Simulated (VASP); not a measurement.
Set up this calculation in VASP 6.6.1, as the native input.

- Task: single point
- Functional: r2SCAN0
- Potentials or basis: VASP PAW PBE potentials, release 64 (Cd, S)
- Cutoff: 520 eV
- k mesh: 4 × 4 × 3
- Occupations: fermi-dirac, width 0.05 eV
- Spin: no spin polarisation
- Dipole correction: no
- Grid for exact exchange (PRECFOCK): Normal
- Further INCAR settings: ALGO = Normal; EDIFF = 1e-06; NBANDS = 26
- Share of exact exchange: 0.25

CdS:

```
Cd S
1.0
     4.15000    0.00000    0.00000
    -2.07500    3.59401    0.00000
     0.00000    0.00000    6.73700
Cd S
2 2
Direct
  0.66667 0.33333 0.50000
  0.33333 0.66667 0.00000
  0.66667 0.33333 0.87500
  0.33333 0.66667 0.37500
```

The input as run:

POSCAR

```
CdS
1.0
    4.1500000000      0.0000000000      0.0000000000
   -2.0750000000      3.5940054257      0.0000000000
    0.0000000000      0.0000000000      6.7370000000
Cd S
2 2
Direct
    0.6666666667      0.3333333333      0.5000000000
    0.3333333333      0.6666666667      0.0000000000
    0.6666666667      0.3333333333      0.8750000000
    0.3333333333      0.6666666667      0.3750000000
```

INCAR.step1

```
SYSTEM = CdS
  PREC = Accurate
  ENCUT = 520
  EDIFF = 1E-5
  ISMEAR = -1
  SIGMA = 0.05
  LREAL = .False.
  LASPH = .True.
  NELM = 60
  ALGO = Normal
  ISIF = 2
  LWAVE = .True.
  GGA = PE
  NBANDS = 26
```

INCAR.step2

```
SYSTEM = CdS
  PREC = Accurate
  ENCUT = 520
  EDIFF = 1E-6
  ISMEAR = -1
  SIGMA = 0.05
  LREAL = .False.
  LASPH = .True.
  NELM = 60
  ALGO = Normal
  ISIF = 2
  LWAVE = .False.
  LCHARG = .True.
  METAGGA = R2SCAN
  LHFCALC = .True.
  AEXX = 0.25
  LMIXTAU = .True.
  PRECFOCK = Normal
  LELF = .True.
  LVHAR = .True.
  ISTART = 1
  NBANDS = 26
```

KPOINTS

```
Automatic mesh
0
Gamma
  4 4 3
  0 0 0
```

Potentials or basis: VASP PAW PBE potentials, release 64 (Cd, S).

Run with:

```sh
$ cat potpaw_PBE.64/Cd/POTCAR potpaw_PBE.64/S/POTCAR > POTCAR
$ cp INCAR.step1 INCAR
$ mpirun -np 1 vasp_std > vasp.out
$ cp INCAR.step2 INCAR
$ mpirun -np 1 vasp_std > vasp.out
```

Results of the run:

```yaml
Pressure: 0.4 GPa
Largest_force: 0.067 eV/Å
Band_gap_on_the_k_mesh: 3.19 eV
```

Caveat: the k points lie up to 0.44 Å⁻¹ apart; the PAW data sets were made with another functional, which shifts forces and pressure a little.

It took 20 min on 1 thread of Intel(R) Xeon(R) Platinum 8259CL CPU @ 2.50GHz (Skylake/Cascade Lake), with other jobs on the host, peak memory 0.27 GiB.
